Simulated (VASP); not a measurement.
Crystal: TiSnS4.

```xyz
6
Lattice="4.1608 -4.2000 0.0000 4.1608 4.2000 0.0000 0.0000 0.0000 3.7761" Properties=species:S:1:pos:R:3 pbc="T T T"
Ti    4.1608    0.0000    1.8881
Sn    0.0000    0.0000    0.0000
S     4.1608   -1.5376    0.0000
S     1.7078    0.0000    1.8881
S     6.6138    0.0000    1.8881
S     4.1608    1.5376    0.0000
```

The cell was generated, and may not be a known phase.

| Quantity | Value |
| --- | --- |
| Program | VASP 6.6.1 |
| Task | relaxation of cell and atoms |
| Functional | PBE |
| Potentials or basis | VASP PAW PBE potentials, release 64 (Ti_sv, Sn_d, S) |
| Cutoff | 600 eV |
| k mesh | 6 × 6 × 8 |
| Occupations | gaussian, width 0.1 eV |
| Spin | no spin polarisation |

At the start: pressure -0.7 GPa; volume 22.00 Å³/atom.

Problem. Where does the relaxation end?

Solution. Over 6 steps the energy falls by 4.8 meV/atom and the volume is 21.93 Å³/atom (-0.3 %); space group Cmmm (No. 65, to 0.1 Å) before and after.

Step by step:
```
step  energy change (eV)  largest force (eV/Å)  pressure (GPa)  volume (Å³)
   1              0.0000                0.1175           -0.66       131.98
   2             -0.0168                0.1167            0.60       130.24
   3             -0.0173                0.1350            0.83       129.93
   4             -0.0279                0.0283            0.22       131.08
   5             -0.0285                0.0371            0.05       131.43
   6             -0.0286                0.0061           -0.03       131.56
```

Final structure:
```
CELL_PARAMETERS angstrom
4.19916 -4.26191 0.00000
4.19916 4.26191 0.00000
0.00000 0.00000 3.67546
ATOMIC_POSITIONS crystal
Ti 0.50000 0.50000 0.50000
Sn 0.00000 0.00000 0.00000
S 0.68420 0.31580 0.00000
S 0.20408 0.20408 0.50000
S 0.79592 0.79592 0.50000
S 0.31580 0.68420 0.00000
```
